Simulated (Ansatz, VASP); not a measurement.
## BP in VASP and in Ansatz

```
CELL_PARAMETERS angstrom
0.00000 2.26750 2.26750
2.26750 0.00000 2.26750
2.26750 2.26750 0.00000
ATOMIC_POSITIONS crystal
B 0.00000 0.00000 0.00000
P 0.25000 0.25000 0.25000
```

Alike in both runs: task single point; functional PBE; k mesh 10 × 10 × 10; no spin polarisation.

```csv
,VASP,Ansatz
version,VASP 6.6.1,Ansatz 0.2.0
potentials or method,"VASP PAW PBE potentials, release 64 (B, P)","scalar-relativistic, plane waves, norm-conserving pseudopotentials"
plane-wave cutoff (eV),500,1116
occupations,"gaussian, width 0.01 eV",fixed
valence electrons in the cell,8,8
```

|  | VASP | Ansatz | Ansatz less VASP |
| --- | --- | --- | --- |
| gap on the k mesh at the Fermi level (eV) | 1.24 | 1.24 | +0.007 |
| least direct gap on the mesh (eV) | 3.40 | 3.41 | +0.003 |
| pressure (GPa) | 1.2 | 1.5 | +0.23 |
